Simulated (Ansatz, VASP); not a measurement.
**One calculation of ZnS, two programs**

```xyz
2
Lattice="0.0000 2.6484 2.6484 2.6484 0.0000 2.6484 2.6484 2.6484 0.0000" Properties=species:S:1:pos:R:3 pbc="T T T"
Zn    0.0000    0.0000    0.0000
S     3.9726    3.9726    3.9726
```

Change from the starting cell: strained cell.

Alike in both runs: functional PBE; k mesh 10 × 10 × 10; occupations gaussian, width 0.02 eV; no spin polarisation.

Ansatz relaxed the structure, and its values are those at the end. VASP's run is a single point on that final structure, the one shown.

```csv
,VASP,Ansatz
version,VASP 6.6.1,Ansatz 0.2.0
potentials or method,"VASP PAW PBE potentials, release 64 (Zn, S), cutoff 520 eV","scalar-relativistic, plane waves, PAW"
valence electrons in the cell,18,18
```

Ansatz gave:

| Quantity | Value |
| --- | --- |
| gap on the k mesh at the Fermi level (eV) | 2.37 |
| least direct gap on the mesh (eV) | 2.37 |
| pressure (GPa) | 6.8 |

Problem. Which values does VASP return?

Solution. gap on the k mesh at the Fermi level (eV): 2.38; least direct gap on the mesh (eV): 2.38; pressure (GPa): 7.0.

With one functional, cell and mesh, what is left measures potentials, basis and numerics. Ansatz's warnings: stress scf threshold loose.
